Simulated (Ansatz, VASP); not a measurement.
## SrO: VASP beside Ansatz

File POSCAR:

```
SrO
1.0
    0.0064503692      2.5801476905      2.5801476905
    2.5801476905      0.0064503692      2.5801476905
    2.5865980597      2.5865980597      0.0000000000
Sr O
1 1
Direct
    0.0000000000      0.0000000000      0.0000000000
    0.5000000000      0.5000000000      0.5000000000
```

The input INCAR.step1:

```
PREC = Accurate
ENCUT = 520
ISMEAR = 0
SIGMA = 0.05
LREAL = False
LASPH = True
NELM = 100
NBANDS = 15
GGA = PE
ALGO = Normal
EDIFF = 1E-4
LWAVE = True
LCHARG = False
```

File INCAR.step2:

```
PREC = Accurate
ENCUT = 520
EDIFF = 1E-7
ISMEAR = 0
SIGMA = 0.05
LREAL = False
LASPH = True
NELM = 100
ALGO = Normal
ISIF = 2
LWAVE = False
LCHARG = False
METAGGA = R2SCAN
LMIXTAU = True
NBANDS = 15
ISTART = 1
```

KPOINTS

```
Automatic mesh
0
Gamma
  8 8 8
```

Input for Ansatz:

```yaml
crystal:
  lattice:
    - [0.0064503692, 2.5801476905, 2.5801476905]
    - [2.5801476905, 0.0064503692, 2.5801476905]
    - [2.5865980597, 2.5865980597, 0.0]
  atoms:
    - { symbol: Sr, position: [0.0, 0.0, 0.0] }
    - { symbol: O, position: [0.5, 0.5, 0.5] }
basis:
  ecutwfc: 500
kpoints:
  mp_grid: { grid: [8, 8, 8] }
hamiltonian:
  xc: r2scan
scf:
  occupations: { method: gaussian, width: 0.05 }
output:
  forces: true
  stress: true
  eigenvalues: true
```

Change from the starting cell: strain +0.0050 x Voigt [0, 0, 0, 0, 0, 1], atoms carried along.

Alike in both runs: task single point; functional r2SCAN; k mesh 8 × 8 × 8; occupations gaussian, width 0.05 eV; no spin polarisation.

```csv
,VASP,Ansatz
version,VASP 6.6.1,Ansatz 0.2.0
potentials or method,"VASP PAW PBE potentials, release 64 (Sr_sv, O), cutoff 520 eV","scalar-relativistic, plane waves, PAW"
valence electrons in the cell,16,16
```

VASP gave:

- gap on the k mesh at the Fermi level (eV): 3.74
- least direct gap on the mesh (eV): 3.83
- pressure (GPa): 0.5
- traceless stress, the component that is largest in VASP (GPa): -0.28

Question: Estimate Ansatz's values.

Answer: gap on the k mesh at the Fermi level (eV): 3.79; least direct gap on the mesh (eV): 3.87; pressure (GPa): 0.0; traceless stress, the component that is largest in VASP (GPa): -0.28.

VASP's potentials were made for PBE, not for r2SCAN.
